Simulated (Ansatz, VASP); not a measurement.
**YbOs in VASP and in Ansatz**

```xyz
2
Lattice="3.3054 0.0000 0.0000 0.0000 3.3054 0.0000 0.0000 0.0000 3.3054" Properties=species:S:1:pos:R:3 pbc="T T T"
Yb    0.0000    0.0000    0.0000
Os    1.6527    1.6527    1.6527
```

Alike in both runs: task single point; functional r2SCAN; k mesh 10 × 10 × 10; occupations gaussian, width 0.05 eV; no spin polarisation.

|  | VASP | Ansatz |
| --- | --- | --- |
| version | VASP 6.6.1 | Ansatz 0.2.0 |
| potentials or method | VASP PAW PBE potentials, release 64 (Yb, Os), cutoff 520 eV | scalar-relativistic, plane waves, PAW |
| valence electrons in the cell | 32 | 40 |

|  | VASP | Ansatz | Ansatz less VASP |
| --- | --- | --- | --- |
| gap on the k mesh at the Fermi level (eV) | none | none | - |
| pressure (GPa) | 3.6 | 2.9 | -0.73 |

VASP's potentials were made for PBE, not for r2SCAN. A gap of «none» marks a metal or a gap that the smearing closes. VASP's potentials hold 32 valence electrons a cell and Ansatz's 40, so a difference there can come from the potentials and not from the codes.

Spin-orbit coupling is off throughout.
